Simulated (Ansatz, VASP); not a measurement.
# One calculation of KCl, two programs

```
K Cl
1.0
     4.32003    0.00000    0.00000
    -2.16001    3.74126    0.00000
     0.00000    0.00000    7.57632
K Cl
2 2
Direct
  0.00000 0.00000 0.00000
  0.00000 0.00000 0.50000
  0.33333 0.66667 0.25000
  0.66667 0.33333 0.75000
```

Alike in both runs: task single point; functional PBE; k mesh 6 × 6 × 4; no spin polarisation.

```csv
,VASP,Ansatz
version,VASP 6.6.1,Ansatz 0.2.0
potentials or method,"VASP PAW PBE potentials, release 64 (K_sv, Cl)","plane waves, PAW"
plane-wave cutoff (eV),520,420
occupations,"gaussian, width 0.01 eV",fixed
valence electrons in the cell,32,32
```

|  | VASP | Ansatz | Ansatz less VASP |
| --- | --- | --- | --- |
| gap on the k mesh at the Fermi level (eV) | 5.19 | 5.19 | +0.002 |
| pressure (GPa) | 1.2 | 1.2 | -0.03 |
| traceless stress, the component that is largest in VASP (GPa) | 0.11 | 0.11 | -0.009 |
